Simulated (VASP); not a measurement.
Ta, 6 atoms in the cell. The cell holds a slab with vacuum, 6 atoms: a = 4.639 Å, b = 4.639 Å, c = 18.735 Å, α = 90.00°, β = 90.00°, γ = 120.00°. 

* Program: VASP 6.6.1
* Task: single point
* Functional: PBEsol
* Potentials or basis: VASP PAW PBE potentials, release 64 (Ta_pv)
* Cutoff: 520 eV
* k mesh: 6 × 6 × 1
* Occupations: gaussian, width 0.1 eV
* Spin: no spin polarisation
* Dipole correction: yes
* Further INCAR settings: ALGO = Normal; EDIFF = 1e-07; NBANDS = 42

Potentials or basis: VASP PAW PBE potentials, release 64 (Ta_pv).

The run is started by

```bash
$ cat potpaw_PBE.64/Ta_pv/POTCAR > POTCAR
$ mpirun -np 1 vasp_std > vasp.out
```

Hardware: 1 thread of Intel(R) Xeon(R) 6975P-C (Granite Rapids), with other jobs on the host.

**Question.** How long does it take, and how much memory?

**Answer.** It took 2.2 min on 1 thread of Intel(R) Xeon(R) 6975P-C (Granite Rapids), on a shared host, peak memory 0.43 GiB. Counts: scf iterations 30, k points 7.
